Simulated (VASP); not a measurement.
Input of a VASP 6.6.1 run:

INCAR

```
  ALGO = Normal
  EDIFF = 1E-6
  ENCUT = 520
  GGA = PS
  ISIF = 2
  ISMEAR = -1
  LASPH = T
  LCHARG = F
  LREAL = F
  LWAVE = F
  NBANDS = 14
  NELM = 100
  PREC = Accurate
  SIGMA = 0.08
```

Contents of KPOINTS:

```
k-points
0
Gamma
  15 15 15
```

POSCAR

```
Bi
1.0
   -1.8897060520      1.8897060520      1.8897060520
    1.8897060520     -1.8897060520      1.8897060520
    1.8897060520      1.8897060520     -1.8897060520
Bi
1
Direct
    0.0000000000      0.0000000000      0.0000000000
```

Potentials or basis: VASP PAW PBE potentials, release 64 (Bi_d).

Launch:

```console
$ cat potpaw_PBE.64/Bi_d/POTCAR > POTCAR
$ mpirun -np 1 vasp_std > vasp.out
```

Problem. What does it give for the pressure?

Solution. 8.1 GPa.

Caveat: the PAW data sets were made with another functional, which shifts forces and pressure a little.
